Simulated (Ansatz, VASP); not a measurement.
## MoSe: VASP beside Ansatz

```
CELL_PARAMETERS angstrom
0.00000 2.91204 2.91204
2.91204 0.00000 2.91204
2.91204 2.91204 0.00000
ATOMIC_POSITIONS crystal
Mo 0.00000 0.00000 0.00000
Se 0.50000 0.50000 0.50000
```

Change from the starting cell: volume scaled by 1.02.

Alike in both runs: task single point; functional PBE; k mesh 8 × 8 × 8; occupations fermi-dirac, width 0.05 eV; no spin polarisation.

|  | VASP | Ansatz |
| --- | --- | --- |
| version | VASP 6.6.1 | Ansatz 0.2.0 |
| potentials or method | VASP PAW PBE potentials, release 64 (Mo_sv, Se), cutoff 520 eV | all-electron LAPW, scalar-relativistic |

|  | VASP | Ansatz | Ansatz less VASP |
| --- | --- | --- | --- |
| gap on the k mesh at the Fermi level (eV) | none | none | - |
| pressure (GPa) | -20.6 | -20.6 | -0.05 |

A gap of «none» marks a metal or a gap that the smearing closes. Ansatz ran all-electron here, and VASP with PAW potentials.
